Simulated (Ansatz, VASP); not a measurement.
One calculation of K2RbPdF6, two programs

File INCAR:

```
  ALGO = Normal
  EDIFF = 1E-7
  ENCUT = 520
  ISIF = 2
  ISMEAR = 0
  LASPH = T
  LCHARG = F
  LREAL = F
  LWAVE = F
  NBANDS = 50
  NELM = 80
  PREC = Accurate
  SIGMA = 0.1
```

KPOINTS

```
k-points
0
Gamma
  5 5 5
```

The input POSCAR:

```
K2RbPdF6
1.0
    0.0000000000      4.6466620000      4.6466620000
    4.6466620000      0.0000000000      4.6466620000
    4.6466620000      4.6466620000      0.0000000000
K Rb Pd F
2 1 1 6
Direct
    0.7500000000      0.7500000000      0.7500000000
    0.2500000000      0.2500000000      0.2500000000
    0.5000000000      0.5000000000      0.5000000000
    0.0000000000      0.0000000000      0.0000000000
    0.7789850000      0.2210150000      0.2210150000
    0.2210150000      0.2210150000      0.7789850000
    0.2210150000      0.7789850000      0.7789850000
    0.2210150000      0.7789850000      0.2210150000
    0.7789850000      0.2210150000      0.7789850000
    0.7789850000      0.7789850000      0.2210150000
```

Input for Ansatz:

```yaml
crystal:
  lattice:
    - [0.0, 4.646662, 4.646662]
    - [4.646662, 0.0, 4.646662]
    - [4.646662, 4.646662, 0.0]
  atoms:
    - { symbol: K, position: [0.75, 0.75, 0.75] }
    - { symbol: K, position: [0.25, 0.25, 0.25] }
    - { symbol: Rb, position: [0.5, 0.5, 0.5] }
    - { symbol: Pd, position: [0.0, 0.0, 0.0] }
    - { symbol: F, position: [0.778985, 0.221015, 0.221015] }
    - { symbol: F, position: [0.221015, 0.221015, 0.778985] }
    - { symbol: F, position: [0.221015, 0.778985, 0.778985] }
    - { symbol: F, position: [0.221015, 0.778985, 0.221015] }
    - { symbol: F, position: [0.778985, 0.221015, 0.778985] }
    - { symbol: F, position: [0.778985, 0.778985, 0.221015] }
kpoints:
  mp_grid:
    grid: [5, 5, 5]
hamiltonian:
  xc: lda
scf:
  occupations:
    method: gaussian
    width: 0.1
basis:
  ecutwfc: 510
output:
  forces: true
```

Alike in both runs: task single point; functional LDA; k mesh 5 × 5 × 5; occupations gaussian, width 0.1 eV; no spin polarisation.

|  | VASP | Ansatz |
| --- | --- | --- |
| version | VASP 6.6.1 | Ansatz 0.2.0 |
| potentials or method | VASP PAW LDA potentials, release 64 (K_sv, Rb_sv, Pd, F), cutoff 520 eV | plane waves, PAW |
| valence electrons in the cell | 79 | 87 |

|  | VASP | Ansatz | Ansatz less VASP |
| --- | --- | --- | --- |
| rms of the force components (eV/Å) | 0.243 | 0.250 | +0.0069 |

LDA's correlation is that of Perdew and Zunger in VASP and of Perdew and Wang (1992) in Ansatz. Atom by atom the forces differ by 0.007 eV/Å (rms over components). VASP's potentials hold 79 valence electrons a cell and Ansatz's 87, so a difference there can come from the potentials and not from the codes.
